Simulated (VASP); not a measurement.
Set up this calculation in VASP 6.6.1, as the native input.

```yaml
Task: single point
Functional: PBEsol
Potentials_or_basis: VASP PAW PBE potentials, release 64 (Bi_d)
Cutoff: 520 eV
k_mesh: 12 × 12 × 7, shifted
Occupations: fermi-dirac, width 0.1 eV
Spin: no spin polarisation
Dipole_correction: no
Further_INCAR_settings: ALGO = Normal; EDIFF = 1e-07; NBANDS = 22; ISYM = 0
```

The structure of Bi lies in POSCAR:

```
Bi
1.0
    2.6809003416      0.2368830253      0.0000000000
   -1.1353034531      2.4401693135      0.0000000000
    0.0000000000      0.0000000000      4.4271501751
Bi
2
Direct
    0.2499747357      0.7500252643      0.2500000000
    0.7500252643      0.2499747357      0.7500000000
```

This isn't the form of Bi at room conditions, which is rhombohedral.

These files were run (other wordings do the same):

INCAR

```
PREC = Accurate ; ENCUT = 520
EDIFF = 1E-7 ; ISMEAR = -1
SIGMA = 0.1 ; LREAL = F
LASPH = T ; NELM = 60
ALGO = Normal ; ISIF = 2
LWAVE = F ; LCHARG = F
GGA = PS ; ISYM = 0
NBANDS = 22
```

KPOINTS

```
Automatic mesh
0
Gamma
  12 12 7
  0.5 0.5 0.5
```

Potentials or basis: VASP PAW PBE potentials, release 64 (Bi_d).

Launch:

```bash
$ cat potpaw_PBE.64/Bi_d/POTCAR > POTCAR
$ mpirun -np 1 vasp_std > vasp.out
```

It gave:

```
Pressure               : 208.5 GPa
Band gap on the k mesh : zero (bands 15 and 16 overlap by 12.82 eV)
```

Caveat: the cell stands under pressure; the PAW data sets were made with another functional, which shifts forces and pressure a little; spin-orbit coupling is left out, which moves the levels of the heavy elements.

It took 100 s on 1 thread of Intel(R) Xeon(R) 6975P-C (Granite Rapids), on a shared host, peak memory 0.35 GiB.
